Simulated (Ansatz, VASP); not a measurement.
**Au in VASP and in Ansatz**

INCAR

```
  PREC = Accurate
  ENCUT = 600
  EDIFF = 1E-6
  ISMEAR = -1
  SIGMA = 0.03
  LREAL = False
  LASPH = True
  NELM = 150
  ALGO = Normal
  ISIF = 3
  LWAVE = False
  LCHARG = False
  MAGMOM = 0 0 0
  LORBIT = 11
  LSORBIT = True
  GGA_COMPAT = False
  LORBMOM = True
  LMAXMIX = 4
  GGA = PE
  IBRION = 2
  NSW = 100
  EDIFFG = -0.005
```

File KPOINTS:

```
Automatic mesh
0
Gamma
  14 14 14
```

The input POSCAR:

```
Au
1.0
    0.0000000000      1.9678118992      1.9678118992
    1.9678118992      0.0000000000      1.9678118992
    1.9678118992      1.9678118992      0.0000000000
Au
1
Direct
    0.0000000000      0.0000000000      0.0000000000
```

Input for Ansatz:

```yaml
crystal:
  lattice:
    - [0.0, 1.9678118992, 1.9678118992]
    - [1.9678118992, 0.0, 1.9678118992]
    - [1.9678118992, 1.9678118992, 0.0]
  atoms:
    - { symbol: Au, position: [0.0, 0.0, 0.0] }
kpoints:
  mp_grid: { grid: [14, 14, 14] }
scf:
  occupations: { method: fermi_dirac, width: 0.03 }
  eigensolver: { kind: davidson }
hamiltonian:
  xc: pbe
  pseudopotentials: { kind: paw_fr }
output:
  forces: true
  stress: true
relax:
  f_tol: 0.005
  max_steps: 80
  cell: {}
magnetization:
  noncollinear: true
  spin_orbit: true
```

Alike in both runs: task relaxation of cell and atoms; functional PBE; k mesh 14 × 14 × 14; occupations fermi-dirac, width 0.03 eV; non-collinear spin, spin-orbit coupling.

```csv
,VASP,Ansatz
version,VASP 6.6.1,Ansatz 0.2.0
potentials or method,"VASP PAW PBE potentials, release 64 (Au)","PAW with Ansatz's default frozen-core files, scalar-relativistic"
plane-wave cutoff (eV),600,420
valence electrons in the cell,11,19
```

```tsv
	VASP	Ansatz	Ansatz less VASP
relaxed volume (Å³/atom)	17.79	17.79	+0.001
relaxed length of the cell vector where the two differ most in proportion (Å)	2.930	2.930	0.0000
```

VASP's potentials hold 11 valence electrons a cell and Ansatz's 19, so a difference there can come from the potentials and not from the codes.

Noted on VASP's run: the volume moved by over 15 % at a fixed basis, so the end points are rough.
